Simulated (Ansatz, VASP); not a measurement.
## V in VASP and in Ansatz

File INCAR:

```
PREC     = Accurate       # precision mode
ENCUT    = 520            # plane-wave cutoff, eV
EDIFF    = 1E-7           # SCF threshold, eV
ISMEAR   = -1             # smearing method
SIGMA    = 0.05           # smearing width, eV
LREAL    = F              # projectors in reciprocal space
LASPH    = T              # aspherical terms in the spheres
NELM     = 60             # most SCF steps
ALGO     = Normal         # electronic algorithm
ISIF     = 2              # what is computed and relaxed
LWAVE    = F              # write WAVECAR
LCHARG   = F              # write CHGCAR
GGA      = PS             # functional
NBANDS   = 20             # bands
```

The input KPOINTS:

```
regular mesh
0
Gamma
  16 16 9
```

File POSCAR:

```
V
1.0
    2.0980223163      0.0000000000      0.0000000000
   -1.0490111581      1.8169406236      0.0000000000
    0.0000000000      0.0000000000      3.8420491598
V
2
Direct
    0.3333333333      0.6666666667      0.2500000000
    0.6666666667      0.3333333333      0.7500000000
```

Input for Ansatz:

```yaml
crystal:
  lattice:
    - [2.0980223163, 0.0, 0.0]
    - [-1.0490111581, 1.8169406236, 0.0]
    - [0.0, 0.0, 3.8420491598]
  atoms:
    - { symbol: V, position: [0.3333333333, 0.6666666667, 0.25] }
    - { symbol: V, position: [0.6666666667, 0.3333333333, 0.75] }
kpoints:
  mp_grid: { grid: [16, 16, 9] }
scf:
  occupations: { method: fermi_dirac, width: 0.05 }
hamiltonian:
  xc: pbesol
  pseudopotentials: { kind: all_electron, lapw: { basis_error: 0.001 } }
output:
  forces: true
  stress: true
  eigenvalues: true
  populations: true
```

Change from the starting cell: volume scaled by 0.55, LAPW.

Alike in both runs: task single point; functional PBEsol; k mesh 16 × 16 × 9; occupations fermi-dirac, width 0.05 eV; no spin polarisation.

```csv
,VASP,Ansatz
version,VASP 6.6.1,Ansatz 0.2.0
potentials or method,"VASP PAW PBE potentials, release 64 (V_sv), cutoff 520 eV","all-electron LAPW, scalar-relativistic"
```

|  | VASP | Ansatz | Ansatz less VASP |
| --- | --- | --- | --- |
| pressure (GPa) | 328.3 | 317.9 | -10.39 |
| traceless stress, the component that is largest in VASP (GPa) | -3.50 | 0.55 | +4.042 |

VASP's potentials were made for PBE, not for PBEsol. Both programs put the cell under a high pressure, so it lies far from rest at this level. Ansatz ran all-electron here, and VASP with PAW potentials.

Noted on VASP's run: the cell as given lies far from equilibrium.
